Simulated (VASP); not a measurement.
Write the native input for VASP 6.6.1 that does the following.

```yaml
Task: single point
Functional: PBE
Potentials_or_basis: VASP PAW PBE potentials, release 64 (Zr_sv, C)
Cutoff: 520 eV
k_mesh: 3 × 2 × 3
Occupations: fermi-dirac, width 0.1 eV
Spin: no spin polarisation
Dipole_correction: no
Further_INCAR_settings: ALGO = Normal; EDIFF = 1e-06; NBANDS = 86
```

The structure of Zr12C (a cell with a defect) lies in POSCAR:

```
Zr12C
1.0
    6.4600000000      0.0000000000      0.0000000000
   -4.8450000000      8.3917860000      0.0000000000
    0.0000000000      0.0000000000      5.1453900000
Zr C
12 1
Direct
    0.0193418084      0.0305775195      0.0086096486
    0.2033630912      0.2313571867      0.4960168228
    0.0121990517      0.3310022443      0.0011855272
    0.1754020300      0.5731676189      0.5041405996
    0.0091072526      0.6678911974     -0.0258872505
    0.1727957438      0.9073396295      0.4687302615
    0.4883624124      0.0102004508     -0.0319703657
    0.7051662300      0.2426777804      0.4865326049
    0.5104035119      0.3301561789     -0.0111556170
    0.6733432454      0.5421253593      0.4688080009
    0.5302912123      0.6996246091     -0.0082209512
    0.6520381569      0.9025730637      0.5079303998
    0.3284099278      0.7856611215      0.2445684389
```

One way to write it, as run:

INCAR

```
  PREC = Accurate
  ENCUT = 520
  EDIFF = 1E-6
  ISMEAR = -1
  SIGMA = 0.1
  LREAL = False
  LASPH = True
  NELM = 100
  ALGO = Normal
  ISIF = 2
  LWAVE = False
  LCHARG = False
  GGA = PE
  NBANDS = 86
```

KPOINTS

```
Automatic mesh
0
Gamma
  3 2 3
```

Potentials or basis: VASP PAW PBE potentials, release 64 (Zr_sv, C).

Run with:

```console
$ cat potpaw_PBE.64/Zr_sv/POTCAR potpaw_PBE.64/C/POTCAR > POTCAR
$ mpirun -np 1 vasp_std > vasp.out
```

It gave:

The pressure is 4.2 GPa. The largest force is 1.368 eV/Å and the band gap on the k mesh is zero (bands 74 and 75 overlap by 0.22 eV).

Caveat: the k points lie up to 0.41 Å⁻¹ apart; the atoms stand as in a frame of molecular dynamics.

It took 8.5 min on 1 thread of Intel(R) Xeon(R) Platinum 8259CL CPU @ 2.50GHz (Skylake/Cascade Lake), with other jobs on the host, peak memory 0.43 GiB.
